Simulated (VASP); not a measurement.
# Tc (I4/mmm) in VASP: electric field gradients with PBE

Aim: the electric field gradients of Tc with PBE.

Program: VASP 6.6.1. These are calculated values, not measurements. Logs are shortened: lines on timing, memory, paths and dates and some standing lists are left out, and cuts for length are marked.

### 1 The cell of the first run

It takes space group I4/mmm (No. 139, tetragonal). The conventional cell has a = 2.799 Å, b = 2.799 Å, c = 3.900 Å, α = 90.00°, β = 90.00°, γ = 90.00°. Within 3.7 Å of Tc (site symmetry 4/mmm) lie 12 Tc at 2.78 to 2.80 Å.

### 2 Electric field gradients, PBE (x and y stretched by +1.5 %, z held)

The input, INCAR:

```
SYSTEM = Tc
PREC = Accurate
ENCUT = 520
EDIFF = 1E-8
ISMEAR = -1
SIGMA = 0.05
LREAL = .False.
LASPH = .True.
NELM = 60
ALGO = Normal
ISIF = 2
LWAVE = .False.
LCHARG = .False.
GGA = PE
LEFG = .True.
NBANDS = 12
```

The input, KPOINTS:

```
regular mesh
0
Gamma
  14 14 14
  0 0 0
```

The input, POSCAR:

```
Tc
1.0
    0.0000000000      1.9792500000      1.9500000000
    1.9792500000      0.0000000000      1.9500000000
    1.9792500000      1.9792500000      0.0000000000
Tc
1
Direct
    0.0000000000      0.0000000000      0.0000000000
```

Potentials or basis: VASP PAW PBE potentials, release 64 (Tc_pv).

Command:

```
> cat potpaw_PBE.64/Tc_pv/POTCAR > POTCAR
> mpirun -np 1 vasp_std > vasp.out
```

OUTCAR:

```text
SYSTEM = Tc
   PREC = Accurate
   ENCUT = 520
   EDIFF = 1E-8
   ISMEAR = -1
   LREAL = .False.
   LASPH = .True.
   NELM = 60
   ISIF = 2
   GGA = PE

 ion  position               nearest neighbor table
   1  0.000  0.000  0.000-

  LATTYP: Found a body centered tetragonal cell.
 ALAT       =     2.7990821933
 C/A-ratio  =     1.3933138546

  Lattice vectors:

 A1 = (   0.0000000000,  -1.9792500000,  -1.9500000000)
 A2 = (   0.0000000000,   1.9792500000,  -1.9500000000)
 A3 = (   1.9792500000,   0.0000000000,   1.9500000000)

Analysis of symmetry for initial positions (statically):
=====================================================================
 Subroutine PRICEL returns:
 Original cell was already a primitive cell.

 Routine SETGRP: Setting up the symmetry group for a
 body centered tetragonal supercell.

 Subroutine GETGRP returns: Found 16 space group operations
 (whereof 16 operations were pure point group operations)
 out of a pool of 16 trial point group operations.

The static configuration has the point symmetry D_4h.

Analysis of symmetry for dynamics (positions and initial velocities):
=====================================================================
 Subroutine PRICEL returns:
 Original cell was already a primitive cell.

 Routine SETGRP: Setting up the symmetry group for a
 body centered tetragonal supercell.

 Subroutine GETGRP returns: Found 16 space group operations
 (whereof 16 operations were pure point group operations)
 out of a pool of 16 trial point group operations.

The dynamic configuration has the point symmetry D_4h.

 Subroutine INISYM returns: Found 16 space group operations
 (whereof 16 operations are pure point group operations),
 and found     1 'primitive' translations

----------------------------------------------------------------------------------------

                                     Primitive cell

  volume of cell :      15.2780

  direct lattice vectors                    reciprocal lattice vectors
     0.000000000  1.979250000  1.950000000    -0.252620942  0.252620942  0.256410256
     1.979250000  0.000000000  1.950000000     0.252620942 -0.252620942  0.256410256
     1.979250000  1.979250000  0.000000000     0.252620942  0.252620942 -0.256410256

  length of vectors
     2.778476302  2.778476302  2.799082193     0.439750953  0.439750953  0.439750953

  position of ions in fractional coordinates (direct lattice)
     0.000000000  0.000000000  0.000000000

  ion indices of the primitive-cell ions
   primitive index   ion index
                 1           1

----------------------------------------------------------------------------------------

 KPOINTS: regular mesh

Automatic generation of k-mesh.
 Grid dimensions read from file:
 generate k-points for:   14   14   14

 Generating k-lattice:

  Cartesian coordinates                     Fractional coordinates (reciprocal lattice)
    -0.018044353  0.018044353  0.018315018     0.071428571  0.000000000  0.000000000
     0.018044353 -0.018044353  0.018315018     0.000000000  0.071428571  0.000000000
     0.018044353  0.018044353 -0.018315018     0.000000000  0.000000000  0.071428571

  Length of vectors
     0.031410782  0.031410782  0.031410782

  Shift w.r.t. Gamma in fractional coordinates (k-lattice)
     0.000000000  0.000000000  0.000000000

 Subroutine IBZKPT returns following result:
 ===========================================

 Found    244 irreducible k-points:

 Following reciprocal coordinates:
            Coordinates               Weight
  0.000000  0.000000  0.000000      1.000000
  0.071429  0.000000  0.000000      8.000000
  0.142857 -0.000000  0.000000      8.000000
  0.214286 -0.000000  0.000000      8.000000
  0.285714 -0.000000  0.000000      8.000000
  0.357143 -0.000000  0.000000      8.000000
[... 16 lines left out ...]
  0.214286  0.142857  0.000000      8.000000
  0.285714  0.142857  0.000000      8.000000
 [... further k-points ...]
   k-points           NKPTS =    244   k-points in BZ     NKDIM =    244   number of bands    NBANDS=     12
   number of dos      NEDOS =    301   number of ions     NIONS =      1
   total plane-waves  NPLWV =  13824
   dimension x,y,z NGX =    24 NGY =   24 NGZ =   24
   dimension x,y,z NGXF=    48 NGYF=   48 NGZF=   48
   ions per type =               1
   NGX,Y,Z   is equivalent  to a cutoff of  14.36, 14.36, 14.25 a.u.
   NGXF,Y,Z  is equivalent  to a cutoff of  28.72, 28.72, 28.51 a.u.
 SYSTEM =  Tc
   PREC   = accura    normal or accurate (medium, high low for compatibility)
   ISTART =      0    job   : 0-new  1-cont  2-samecut
   ICHARG =      2    charge: 1-file 2-atom 10-const
   ISPIN  =      1    spin polarized calculation?
   LNONCOLLINEAR =      F non collinear calculations
   LSORBIT =      F    spin-orbit coupling
   LASPH  =      T    aspherical Exc in radial PAW
   ENCUT  =  520.0 eV  38.22 Ry    6.18 a.u.   5.17  5.17  5.20*2*pi/ulx,y,z
   NELM   =     60;   NELMIN=  2; NELMDL= -5     # of ELM steps
   EDIFF  = 0.1E-07   stopping-criterion for ELM
   LREAL  =      F    real-space projection
   EDIFFG = 0.1E-06   stopping-criterion for IOM
   NSW    =      0    number of steps for IOM
   IBRION =     -1    ionic relax: 0-MD 1-quasi-New 2-CG
   NFREE  =      0    steps in history (QN), initial steepest desc. (CG)
   ISIF   =      2    stress and relaxation
   ISYM   =      2    0-nonsym 1-usesym 2-fastsym
   POTIM  = 0.5000    time-step for ionic-motion
   TEBEG  =    0.0;   TEEND  =   0.0 temperature during run
   PSTRESS=    0.0 pullay stress
   NELECT =      13.0000    total number of electrons
   NUPDOWN=      -1.0000    fix difference up-down
   EMIN   =  10.00;   EMAX   =-10.00  energy-range for DOS
   EFERMI =   0.00;   METHOD = LEGACY
   ISMEAR =    -1;   SIGMA  =   0.05  broadening in eV -4-tet -1-fermi 0-gaus
   EFERMI_NEDOS =   21; number of points for ismear=-14 and -15
   IALGO  =     38    algorithm
   IMIX   =      4    mixing-type and parameters
     AMIX     =   0.40;   BMIX     =  1.00
     AMIX_MAG =   1.60;   BMIX_MAG =  1.00
  volume/ion in A,a.u.               =      15.28       103.10
  Fermi-wavevector in a.u.,A,eV,Ry     =   1.551317  2.931565 32.743583  2.406585
  Thomas-Fermi vector in A             =   2.655854
   LORBIT       =      0    0 simple, 1 ext, 2 COOP (PROOUT), +10 PAW based schemes
   GGA     = PE    functional components
   LHFCALC =     F    Hartree Fock is set to
   AEXX    =    0.0000 exact exchange contribution
   IVDW    =     0    specifies the selected vdW correction
   LEPSILON=     F    determine dielectric tensor
   LRPA    =     F    only Hartree local field effects (RPA)
 non-spin polarized calculation
  energy-cutoff  :      520.00
  volume of cell :       15.28
 maximum number of plane-waves:       428
 NGX is ok and might be reduce to    24
   NGX = 11   NGY = 11   NGZ = 11

 number of electron      13.0000001 magnetization

 Free energy of the ion-electron system (eV)
  ---------------------------------------------------
  ext. energy  EPLUGINS =         0.00000000
  ---------------------------------------------------
  free energy    TOTEN  =       -10.25134412 eV

  energy without entropy =      -10.24236836  energy(sigma->0) =      -10.24685624

 E-fermi :  11.7080     XC(G=0): -13.4182

 val. band max:       11.6963646330   @ k =  -0.4286   0.1429   0.2857
 cond. band min:      11.7292145886   @ k =  -0.2143   0.1429   0.0000
 fundamental gap:      0.0328499557
 Fermi energy:        11.7080482776

 k-point     1 :       0.0000    0.0000    0.0000
  band No.  band energies     occupation
      1     -26.6990      2.00000
      2     -26.6990      2.00000
      3     -26.6928      2.00000
      4       4.5263      2.00000
      5      10.0438      2.00000
      6      10.0438      2.00000
      7      10.2163      2.00000
      8      12.3767      0.00000
      9      12.5936      0.00000
     10      25.7741      0.00000
     11      30.8875      0.00000
     12      30.8875      0.00000
[... 331 lines left out ...]
 k-point    24 :       0.2857    0.1429    0.0000
  band No.  band energies     occupation
      1     -27.2223      2.00000
      2     -26.8472      2.00000
      3     -26.8258      2.00000
      4       6.8312      2.00000
      5       8.8703      2.00000
      6      10.4636      2.00000
      7      11.0110      2.00000
      8      12.3741      0.00000
      9      13.2805      0.00000
     10      26.9667      0.00000
     11      29.1132      0.00000
     12      31.5670      0.00000

 [... further k-points ...]

------------------------ aborting loop because EDIFF is reached ----------------------------------------

  FORCE on cell =-STRESS in cart. coord.  units (eV):
  Direction    XX          YY          ZZ          XY          YZ          ZX
  --------------------------------------------------------------------------------------
  -------------------------------------------------------------------------------------
  Total       -1.4531531     -1.4531531     -1.1778344      0.0000000      0.0000000      0.0000000
  in kB     -152.3898491   -152.3898491   -123.5176197      0.0000000      0.0000000      0.0000000
  external PRESSURE =    -142.7657727 kB  Pullay stress =       0.0000000 kB

 VOLUME and BASIS-vectors are now :
 -----------------------------------------------------------------------------
  energy-cutoff  :      520.00
  volume of cell :       15.28
      direct lattice vectors                 reciprocal lattice vectors
     0.000000000  1.979250000  1.950000000    -0.252620942  0.252620942  0.256410256
     1.979250000  0.000000000  1.950000000     0.252620942 -0.252620942  0.256410256
     1.979250000  1.979250000  0.000000000     0.252620942  0.252620942 -0.256410256

 POSITION                                       TOTAL-FORCE (eV/Angst)
 -----------------------------------------------------------------------------------
      0.00000      0.00000      0.00000         0.000000      0.000000      0.000000
 -----------------------------------------------------------------------------------
    total drift:                               -0.000000     -0.000000     -0.000000

  FREE ENERGIE OF THE ION-ELECTRON SYSTEM (eV)
  ---------------------------------------------------
  free  energy   TOTEN  =       -10.2513441220 eV

  energy  without entropy=      -10.2423683621  energy(sigma->0) =      -10.24685624

 Electric field gradients (V/A^2)
---------------------------------------------------------------------
 ion       V_xx      V_yy      V_zz      V_xy      V_xz      V_yz
---------------------------------------------------------------------
   1      -0.386    -0.386     0.773     0.000     0.000     0.000
---------------------------------------------------------------------

 Electric field gradients after diagonalization (V/A^2)
 (convention: |V_zz| > |V_xx| > |V_yy|)
----------------------------------------------------------------------
 ion       V_xx      V_yy      V_zz     asymmetry (V_yy - V_xx)/ V_zz
----------------------------------------------------------------------
   1      -0.387    -0.386     0.773       0.000
----------------------------------------------------------------------

           NMR quadrupolar parameters

 Cq : quadrupolar parameter    Cq=e*Q*V_zz/h
 eta: asymmetry parameters     (V_yy - V_xx)/ V_zz
 Q  : nuclear electric quadrupole moment in mb (millibarn)
----------------------------------------------------------------------
 ion       Cq(MHz)       eta       Q (mb)
----------------------------------------------------------------------
   1       0.002       0.000       1.000
----------------------------------------------------------------------
```

Run time: 25 s. Hardware: 1 thread of AMD EPYC 9R45 (Zen 5), shared host; peak memory 0.14 GiB.

Results:

| Item | Value |
| --- | --- |
| Free energy | -10.2513 eV |
| Pressure | -14.3 GPa |
| Band gap on the k mesh | zero (an odd number of electrons rules out a gap without spin polarisation) |
| Largest electric field gradient by atom | Tc +0.8 V/Å² |

Electric field gradients, principal values (V/Å²):
```tsv
atom	least	middle	greatest (by size)
1 Tc	-0.386	-0.387	0.773
```

Caveat: the cell differs from its parent crystal (x and y stretched by +1.5 %, z held); the cell stands under tension; without QUAD_EFG the Cq values of the log hold for a quadrupole moment of 1 mb, not for the nuclei.

The gap in the log of VASP goes by the Fermi energy; the results here count the filled bands.